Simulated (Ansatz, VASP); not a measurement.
**As: VASP beside Ansatz**

Contents of INCAR:

```
  PREC = Accurate
  ENCUT = 500
  EDIFF = 1E-6
  ISMEAR = 0
  SIGMA = 0.2
  LREAL = False
  LASPH = True
  NELM = 120
  ALGO = Normal
  ISIF = 2
  LWAVE = False
  LCHARG = False
  NBANDS = 12
  GGA_COMPAT = False
```

Contents of KPOINTS:

```
Automatic mesh
0
Gamma
  10 10 10
```

Contents of POSCAR:

```
As
1.0
    1.8799878575      1.0854114956      3.3276505507
   -1.8799878575      1.0854114956      3.3276505507
    0.0000000000     -2.1708229912      3.3276505507
As
2
Direct
    0.7695128170      0.7695128170      0.7695128170
    0.2304871830      0.2304871830      0.2304871830
```

Input for Ansatz:

```yaml
crystal:
  lattice:
    - [1.8799878575, 1.0854114956, 3.3276505507]
    - [-1.8799878575, 1.0854114956, 3.3276505507]
    - [0.0, -2.1708229912, 3.3276505507]
  atoms:
    - { symbol: As, position: [0.769512817, 0.769512817, 0.769512817] }
    - { symbol: As, position: [0.230487183, 0.230487183, 0.230487183] }
hamiltonian:
  xc: lda
  pseudopotentials:
    kind: paw
    azcp:
      As: "pseudopotentials/As.paw.azcp"
basis:
  ecutwfc: 420
  fft_grid_basis: typed
kpoints:
  mp_grid: { grid: [10, 10, 10], shift: [0, 0, 0] }
magnetization:
  spin_polarized: false
scf:
  occupations: { method: gaussian, width: 0.2 }
  lower_state_search: "off"
output:
  stress: true
```

Alike in both runs: task single point; functional LDA; k mesh 10 × 10 × 10; occupations gaussian, width 0.2 eV; no spin polarisation.

|  | VASP | Ansatz |
| --- | --- | --- |
| version | VASP 6.6.1 | Ansatz 0.2.0 |
| potentials or method | VASP PAW LDA potentials, release 64 (As), cutoff 500 eV | plane waves (420 eV) with PAW, scalar-relativistic |
| valence electrons in the cell | 10 | 30 |

```tsv
	VASP	Ansatz	Ansatz less VASP
pressure (GPa)	0.5	0.0	-0.45
traceless stress, the component that is largest in VASP (GPa)	-0.14	-0.02	+0.119
```

Ansatz warns that its potentials were made for another functional, while VASP's fit it. LDA's correlation is that of Perdew and Zunger in VASP and of Perdew and Wang (1992) in Ansatz. VASP's potentials hold 10 valence electrons a cell and Ansatz's 30, so a difference there can come from the potentials and not from the codes.
